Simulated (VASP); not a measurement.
Wanted: the native input for a VASP 6.6.1 run.

- Task: single point
- Functional: PBEsol
- Potentials or basis: VASP PAW PBE potentials, release 64 (Ag)
- Cutoff: 520 eV
- k mesh: 20 × 20 × 20
- Occupations: gaussian, width 0.15 eV
- Spin: no spin polarisation
- Dipole correction: no
- Further INCAR settings: ALGO = Fast; EDIFF = 1e-06; NBANDS = 12

The structure of Ag lies in POSCAR:

```
Ag
1.0
   -1.6556540000      1.5314799500      1.5314799500
    1.6556540000     -1.7798280500      1.7798280500
    1.6556540000      1.7798280500     -1.7798280500
Ag
1
Direct
    0.0000000000      0.0000000000      0.0000000000
```

This cell differs from its parent crystal: strain -0.1500 x Voigt [0, 0, 0, 1, 0, 0].

These files were run (other wordings do the same):

INCAR

```
PREC     = Accurate       # precision mode
ENCUT    = 520            # plane-wave cutoff, eV
EDIFF    = 1E-6           # SCF threshold, eV
ISMEAR   = 0              # smearing method
SIGMA    = 0.15           # smearing width, eV
LREAL    = False          # projectors in reciprocal space
LASPH    = True           # aspherical terms in the spheres
NELM     = 80             # most SCF steps
ALGO     = Fast           # electronic algorithm
ISIF     = 2              # what is computed and relaxed
LWAVE    = False          # write WAVECAR
LCHARG   = False          # write CHGCAR
GGA      = PS             # functional
NBANDS   = 12             # bands
```

KPOINTS

```
Automatic mesh
0
Gamma
  20 20 20
```

Potentials or basis: VASP PAW PBE potentials, release 64 (Ag).

Command:

```bash
$ cat potpaw_PBE.64/Ag/POTCAR > POTCAR
$ mpirun -np 1 vasp_std > vasp.out
```

It gave:

```yaml
Pressure: -4.9 GPa
```

Caveat: the cell differs from its parent crystal (strain -0.1500 x Voigt [0, 0, 0, 1, 0, 0]); the PAW data sets were made with another functional, which shifts forces and pressure a little.

It took 84 s on 1 thread of Intel(R) Xeon(R) 6975P-C (Granite Rapids) (shared host), peak memory 0.34 GiB.
